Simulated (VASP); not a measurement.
The system is InSe.

```xyz
8
Lattice="4.0500 0.0000 0.0000 -2.0250 3.5074 0.0000 0.0000 0.0000 16.9300" Properties=species:S:1:pos:R:3 pbc="T T T"
In    0.0000    2.3383    2.6580
In    2.0250    1.1691   11.1230
In    0.0000    2.3383    5.8070
In    2.0250    1.1691   14.2720
Se    0.0000    2.3383   10.1919
Se    2.0250    1.1691    1.7269
Se    0.0000    2.3383   15.2031
Se    2.0250    1.1691    6.7381
```

| Quantity | Value |
| --- | --- |
| Program | VASP 6.6.1 |
| Task | relaxation of cell and atoms |
| Functional | PBE |
| Potentials or basis | VASP PAW PBE potentials, release 64 (In_d, Se) |
| Cutoff | 600 eV |
| k mesh | 6 × 6 × 2 |
| Occupations | gaussian, width 0.1 eV |
| Spin | no spin polarisation |

At the start: pressure 7.7 GPa; volume 30.06 Å³/atom.

Task: How do energy, volume and symmetry change on relaxing?

Result: Over 22 steps the energy falls by 241.4 meV/atom and the volume is 32.89 Å³/atom (+9.4 %); space group P6_3/mmc (No. 194, to 0.1 Å) before and after.

Step by step:
```
step  energy change (eV)  largest force (eV/Å)  pressure (GPa)  volume (Å³)
   1              0.0000                2.8790            7.72       240.49
   2             -1.1691                0.4679           -4.12       293.94
   3             -1.5709                0.7859           -1.46       273.24
   4             -1.7513                0.4085           -0.91       264.58
   5             -1.8158                0.1335           -0.13       256.11
   6             -1.8800                0.1110            0.35       252.02
   7             -1.8945                0.1578            0.82       248.57
   8             -1.9004                0.2032           -0.41       253.83
   9             -1.9076                0.0682            0.10       251.59
  10             -1.9093                0.0693            0.04       252.25
  11             -1.9104                0.0707           -0.06       253.40
  12             -1.9115                0.0566           -0.02       253.59
  13             -1.9136                0.0293            0.07       254.14
  14             -1.9140                0.1226            0.22       255.24
  15             -1.9144                0.0840            0.14       254.78
  16             -1.9159                0.0840            0.11       255.45
  17             -1.9193                0.0855           -0.04       257.45
  18             -1.9221                0.0870           -0.31       261.48
  19             -1.9242                0.0829           -0.26       261.67
  20             -1.9287                0.0688           -0.10       262.24
  21             -1.9311                0.0370            0.24       263.33
  22             -1.9313                0.0447            0.16       263.08
```

Final structure:
```cif
data_structure
_symmetry_space_group_name_H-M 'P 1'
_symmetry_Int_Tables_number 1
_cell_length_a 4.0856
_cell_length_b 4.0856
_cell_length_c 18.1992
_cell_angle_alpha 90.000
_cell_angle_beta 90.000
_cell_angle_gamma 120.000
_cell_volume 263.08
loop_
_atom_site_label
_atom_site_type_symbol
_atom_site_fract_x
_atom_site_fract_y
_atom_site_fract_z
_atom_site_occupancy
In1 In 0.33333 0.66667 0.17231 1
In2 In 0.66667 0.33333 0.67231 1
In3 In 0.33333 0.66667 0.32769 1
In4 In 0.66667 0.33333 0.82769 1
Se1 Se 0.33333 0.66667 0.60252 1
Se2 Se 0.66667 0.33333 0.10252 1
Se3 Se 0.33333 0.66667 0.89748 1
Se4 Se 0.66667 0.33333 0.39748 1
```

Caveat: this functional lacks dispersion, which binds the layers, so the pressure and a relaxed spacing across them are unreliable; the relaxation stopped at a loose force limit of 0.05 eV/Å, so its end isn't a converged minimum.
